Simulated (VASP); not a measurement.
Runs of VASP 6.6.1 on MgO. The structure is that of space group F-43m (No. 216), or close to it. The cells are those of the table. 

```csv
task,cell,k mesh,cutoff (eV),smearing,gap on the mesh (eV),pressure (GPa)
single point,"a = 3.262 Å, angles 60.0°, 2 atoms",8 × 8 × 8,600,gaussian 0.01 eV,3.47,-0.6
single point,"a = 3.460 Å, angles 60.0°, 2 atoms",6 × 6 × 6,520,gaussian 0.1 eV,2.57,-14.5
single point,"a = 3.262 Å, angles 60.0°, 2 atoms",6 × 6 × 6,520,gaussian 0.1 eV,(b),(a)
relaxation of cell and atoms,"relaxed from a = 3.262 Å, angles 60.0°, 2 atoms",8 × 8 × 8,600,gaussian 0.01 eV,3.49,0.0
single point,"a = 3.262 Å, angles 60.0°, 2 atoms",8 × 8 × 8,600,gaussian 0.02 eV,3.47,-0.6
```

Alike in all rows: level PBE; potentials or basis VASP PAW PBE potentials, release 64 (Mg, O); no spin polarisation.

Question: Estimate the missing entries.

Answer: (a) -0.4; (b) 3.46.

